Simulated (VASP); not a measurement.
# I (Fmmm) in VASP: a series of runs

Aim: see how the results for I move with the level of theory and the settings. Levels: LDA, r2SCAN. Tasks: single point.

All numbers are computed with VASP 6.6.1; they aren't measurements. Logs are shortened: lines on timing, memory, paths and dates and some standing lists are left out, and cuts for length are marked.

### 1 The cell of the first run

It takes space group Fmmm (No. 69, orthorhombic). Conventional cell: a = 4.442 Å, b = 4.793 Å, c = 7.923 Å, α = 90.00°, β = 90.00°, γ = 90.00°. I (site symmetry mmm) has 4 I at 3.27 Å within 4.3 Å.

### 2 Single point, LDA

Input file INCAR:

```
PREC = Accurate ; ENCUT = 520
EDIFF = 1E-7 ; ISMEAR = -1
SIGMA = 0.05 ; LREAL = F
LASPH = T ; NELM = 60
ALGO = Normal ; ISIF = 2
LWAVE = F ; LCHARG = F
NBANDS = 10
```

Input file KPOINTS:

```
regular mesh
0
Gamma
  9 9 9
```

Input file POSCAR:

```
I
1.0
    0.0000000000      2.3967303343      3.9612912976
    2.2210941101      0.0000000000      3.9612912976
    2.2210941101      2.3967303343      0.0000000000
I
1
Direct
    0.0000000000      0.0000000000      0.0000000000
```

Potentials or basis: VASP PAW LDA potentials, release 64 (I).

On the command line:

```bash
$ cat potpaw_LDA.64/I/POTCAR > POTCAR
$ mpirun -np 1 vasp_std > vasp.out
```

OUTCAR:

```text
PREC = Accurate
   ENCUT = 520
   EDIFF = 1E-7
   ISMEAR = -1
   LREAL = F
   LASPH = T
   NELM = 60
   ISIF = 2

 ion  position               nearest neighbor table
   1  0.000  0.000  0.000-

  LATTYP: Found a face centered orthorhombic cell.
 ALAT       =     4.4421882202
 B/A-ratio  =     1.0790764441
 C/A-ratio  =     1.7834864716

  Lattice vectors:

 A1 = (   0.0000000000,   2.3967303343,   3.9612912976)
 A2 = (   2.2210941101,   0.0000000000,   3.9612912976)
 A3 = (   2.2210941101,   2.3967303343,   0.0000000000)

Analysis of symmetry for initial positions (statically):
=====================================================================
 Subroutine PRICEL returns:
 Original cell was already a primitive cell.

 Routine SETGRP: Setting up the symmetry group for a
 face centered orthorhombic supercell.

 Subroutine GETGRP returns: Found  8 space group operations
 (whereof  8 operations were pure point group operations)
 out of a pool of  8 trial point group operations.

The static configuration has the point symmetry D_2h.

Analysis of symmetry for dynamics (positions and initial velocities):
=====================================================================
 Subroutine PRICEL returns:
 Original cell was already a primitive cell.

 Routine SETGRP: Setting up the symmetry group for a
 face centered orthorhombic supercell.

 Subroutine GETGRP returns: Found  8 space group operations
 (whereof  8 operations were pure point group operations)
 out of a pool of  8 trial point group operations.

The dynamic configuration has the point symmetry D_2h.

 Subroutine INISYM returns: Found  8 space group operations
 (whereof  8 operations are pure point group operations),
 and found     1 'primitive' translations

----------------------------------------------------------------------------------------

                                     Primitive cell

  volume of cell :      42.1748

  direct lattice vectors                    reciprocal lattice vectors
     0.000000000  2.396730334  3.961291298    -0.225114279  0.208617546  0.126221467
     2.221094110  0.000000000  3.961291298     0.225114279 -0.208617546  0.126221467
     2.221094110  2.396730334  0.000000000     0.225114279  0.208617546 -0.126221467

  length of vectors
     4.629918470  4.541485197  3.267655940     0.331857768  0.331857768  0.331857768

  position of ions in fractional coordinates (direct lattice)
     0.000000000  0.000000000  0.000000000

  ion indices of the primitive-cell ions
   primitive index   ion index
                 1           1

----------------------------------------------------------------------------------------

 KPOINTS: regular mesh

Automatic generation of k-mesh.
 Grid dimensions read from file:
 generate k-points for:    9    9    9

 Generating k-lattice:

  Cartesian coordinates                     Fractional coordinates (reciprocal lattice)
    -0.025012698  0.023179727  0.014024607     0.111111111 -0.000000000 -0.000000000
     0.025012698 -0.023179727  0.014024607    -0.000000000  0.111111111  0.000000000
     0.025012698  0.023179727 -0.014024607     0.000000000  0.000000000  0.111111111

  Length of vectors
     0.036873085  0.036873085  0.036873085

  Shift w.r.t. Gamma in fractional coordinates (k-lattice)
     0.000000000  0.000000000  0.000000000

 Subroutine IBZKPT returns following result:
 ===========================================

 Found    125 irreducible k-points:

 Following reciprocal coordinates:
            Coordinates               Weight
  0.000000  0.000000  0.000000      1.000000
  0.111111  0.000000  0.000000      8.000000
  0.222222  0.000000  0.000000      8.000000
  0.333333  0.000000  0.000000      8.000000
  0.444444  0.000000  0.000000      8.000000
  0.111111  0.111111  0.000000      2.000000
[... 16 lines left out ...]
 -0.333333  0.333333 -0.000000      4.000000
  0.444444  0.444444  0.000000      2.000000
 [... further k-points ...]
   k-points           NKPTS =    125   k-points in BZ     NKDIM =    125   number of bands    NBANDS=     10
   number of dos      NEDOS =    301   number of ions     NIONS =      1
   total plane-waves  NPLWV =  31104
   dimension x,y,z NGX =    36 NGY =   36 NGZ =   24
   dimension x,y,z NGXF=    72 NGYF=   72 NGZF=   48
   ions per type =               1
   NGX,Y,Z   is equivalent  to a cutoff of  12.93, 13.18, 12.21 a.u.
   NGXF,Y,Z  is equivalent  to a cutoff of  25.85, 26.36, 24.42 a.u.
 SYSTEM =  unknown system
   PREC   = accura    normal or accurate (medium, high low for compatibility)
   ISTART =      0    job   : 0-new  1-cont  2-samecut
   ICHARG =      2    charge: 1-file 2-atom 10-const
   ISPIN  =      1    spin polarized calculation?
   LNONCOLLINEAR =      F non collinear calculations
   LSORBIT =      F    spin-orbit coupling
   LASPH  =      T    aspherical Exc in radial PAW
   ENCUT  =  520.0 eV  38.22 Ry    6.18 a.u.   8.61  8.44  6.08*2*pi/ulx,y,z
   NELM   =     60;   NELMIN=  2; NELMDL= -5     # of ELM steps
   EDIFF  = 0.1E-06   stopping-criterion for ELM
   LREAL  =      F    real-space projection
   EDIFFG = 0.1E-05   stopping-criterion for IOM
   NSW    =      0    number of steps for IOM
   IBRION =     -1    ionic relax: 0-MD 1-quasi-New 2-CG
   NFREE  =      0    steps in history (QN), initial steepest desc. (CG)
   ISIF   =      2    stress and relaxation
   ISYM   =      2    0-nonsym 1-usesym 2-fastsym
   POTIM  = 0.5000    time-step for ionic-motion
   TEBEG  =    0.0;   TEEND  =   0.0 temperature during run
   PSTRESS=    0.0 pullay stress
   NELECT =       7.0000    total number of electrons
   NUPDOWN=      -1.0000    fix difference up-down
   EMIN   =  10.00;   EMAX   =-10.00  energy-range for DOS
   EFERMI =   0.00;   METHOD = LEGACY
   ISMEAR =    -1;   SIGMA  =   0.05  broadening in eV -4-tet -1-fermi 0-gaus
   EFERMI_NEDOS =   21; number of points for ismear=-14 and -15
   IALGO  =     38    algorithm
   IMIX   =      4    mixing-type and parameters
     AMIX     =   0.40;   BMIX     =  1.00
     AMIX_MAG =   1.60;   BMIX_MAG =  1.00
  volume/ion in A,a.u.               =      42.17       284.61
  Fermi-wavevector in a.u.,A,eV,Ry     =   0.899684  1.700156 11.012975  0.809431
  Thomas-Fermi vector in A             =   2.022548
   LORBIT       =      0    0 simple, 1 ext, 2 COOP (PROOUT), +10 PAW based schemes
   GGA     = CA    functional components
   LHFCALC =     F    Hartree Fock is set to
   AEXX    =    0.0000 exact exchange contribution
   IVDW    =     0    specifies the selected vdW correction
   LEPSILON=     F    determine dielectric tensor
   LRPA    =     F    only Hartree local field effects (RPA)
 non-spin polarized calculation
  energy-cutoff  :      520.00
  volume of cell :       42.17
 maximum number of plane-waves:      1155
   NGX = 17   NGY = 17   NGZ = 13

 number of electron       7.0000001 magnetization

 Free energy of the ion-electron system (eV)
  ---------------------------------------------------
  ext. energy  EPLUGINS =         0.00000000
  ---------------------------------------------------
  free energy    TOTEN  =        -1.89015131 eV

  energy without entropy =       -1.88431706  energy(sigma->0) =       -1.88723418

 E-fermi :   2.8375     XC(G=0):  -8.4427

 val. band max:        2.8357187987   @ k =  -0.2222   0.0000   0.1111
 cond. band min:       2.8582054115   @ k =   0.3333   0.2222   0.1111
 fundamental gap:      0.0224866127
 Fermi energy:         2.8374518113

 k-point     1 :       0.0000    0.0000    0.0000
  band No.  band energies     occupation
      1     -10.8048      2.00000
      2       1.0726      2.00000
      3       3.5687      0.00000
      4       3.8170      0.00000
      5       7.2011      0.00000
      6      10.4350      0.00000
      7      10.9022      0.00000
      8      14.8751      0.00000
      9      15.0512      0.00000
     10      15.1703      0.00000

 k-point     2 :       0.1111    0.0000    0.0000
  band No.  band energies     occupation
      1     -10.6824      2.00000
      2       1.0669      2.00000
      3       2.6449      1.95834
      4       3.7792      0.00000
      5       7.5768      0.00000
      6      10.7375      0.00000
      7      11.9296      0.00000
      8      12.7338      0.00000
      9      15.1640      0.00000
     10      15.7855      0.00000

 k-point     3 :       0.2222    0.0000    0.0000
  band No.  band energies     occupation
      1     -10.3422      2.00000
      2       0.6811      2.00000
      3       1.1747      2.00000
      4       3.9726      0.00000
      5       8.3195      0.00000
      6      10.8593      0.00000
      7      11.1416      0.00000
      8      14.5271      0.00000
      9      15.5824      0.00000
     10      16.2802      0.00000

 k-point     4 :       0.3333    0.0000    0.0000
  band No.  band energies     occupation
      1      -9.8843      2.00000
      2      -0.9504      2.00000
      3       1.1910      2.00000
      4       4.2224      0.00000
      5       8.2685      0.00000
      6      11.0033      0.00000
      7      11.5541      0.00000
      8      14.8268      0.00000
      9      16.2676      0.00000
     10      16.7950      0.00000
[... 222 lines left out ...]
 k-point    22 :      -0.4444    0.3333   -0.0000
  band No.  band energies     occupation
      1     -10.1726      2.00000
      2      -0.4010      2.00000
      3       0.6062      2.00000
      4       3.8323      0.00000
      5      10.5091      0.00000
      6      11.3128      0.00000
      7      13.5545      0.00000
      8      15.9476      0.00000
      9      16.4096      0.00000
     10      16.5781      0.00000

 k-point    23 :      -0.3333    0.3333   -0.0000
  band No.  band energies     occupation
      1      -9.7710      2.00000
      2      -1.0274      2.00000
      3       0.1649      2.00000
      4       4.1339      0.00000
      5      10.0819      0.00000
      6      11.0981      0.00000
      7      12.9972      0.00000
      8      15.1316      0.00000
      9      16.8592      0.00000
     10      17.1154      0.00000

 k-point    24 :       0.4444    0.4444    0.0000
  band No.  band energies     occupation
      1     -10.5863      2.00000
      2      -0.9302      2.00000
      3       3.3685      0.00005
      4       3.6361      0.00000
      5       9.9201      0.00000
      6       9.9941      0.00000
      7      12.7547      0.00000
      8      17.3620      0.00000
      9      17.6376      0.00000
     10      17.8082      0.00000

 [... further k-points ...]
[... 5 lines left out ...]
  --------------------------------------------------------------------------------------
  -------------------------------------------------------------------------------------
  Total       -0.9769505     -1.1476527     -0.2963773      0.0000000      0.0000000      0.0000000
  in kB      -37.1133566    -43.5981595    -11.2590723      0.0000000      0.0000000      0.0000000
  external PRESSURE =     -30.6568628 kB  Pullay stress =       0.0000000 kB

 VOLUME and BASIS-vectors are now :
 -----------------------------------------------------------------------------
  energy-cutoff  :      520.00
  volume of cell :       42.17
      direct lattice vectors                 reciprocal lattice vectors
     0.000000000  2.396730334  3.961291298    -0.225114279  0.208617546  0.126221467
     2.221094110  0.000000000  3.961291298     0.225114279 -0.208617546  0.126221467
     2.221094110  2.396730334  0.000000000     0.225114279  0.208617546 -0.126221467

 POSITION                                       TOTAL-FORCE (eV/Angst)
 -----------------------------------------------------------------------------------
      0.00000      0.00000      0.00000        -0.000000      0.000000      0.000000
 -----------------------------------------------------------------------------------
    total drift:                                0.000000      0.000000      0.000000

  FREE ENERGIE OF THE ION-ELECTRON SYSTEM (eV)
  ---------------------------------------------------
  free  energy   TOTEN  =        -1.8901513094 eV

  energy  without entropy=       -1.8843170599  energy(sigma->0) =       -1.88723418
```

Run time: 14 s. Hardware: 1 thread of Intel Xeon 6975P-C (Granite Rapids), shared host; peak memory 0.18 GiB.

Results:

- Free energy: -1.8902 eV
- Pressure: -3.1 GPa

Stress tensor (GPa, compression positive):
```
-3.71  0.00  0.00
 0.00 -4.36  0.00
 0.00  0.00 -1.13
```

Levels at points of the mesh, in eV from the Fermi level:
| k point | band 1 | band 2 | band 3 | band 4 | band 5 | band 6 | band 7 | band 8 | band 9 |
| --- | --- | --- | --- | --- | --- | --- | --- | --- | --- |
| (0.00, 0.00, 0.00) | -13.64 | -1.76 | 0.73 | 0.98 | 4.36 | 7.60 | 8.06 | 12.04 | 12.21 |

Caveat: spin-orbit coupling is left out, which moves the levels of the heavy elements; an odd number of electrons without spin polarisation forces a metal; a magnetic or distorted state may lie lower.

(Part 1 of 2 ends here.)
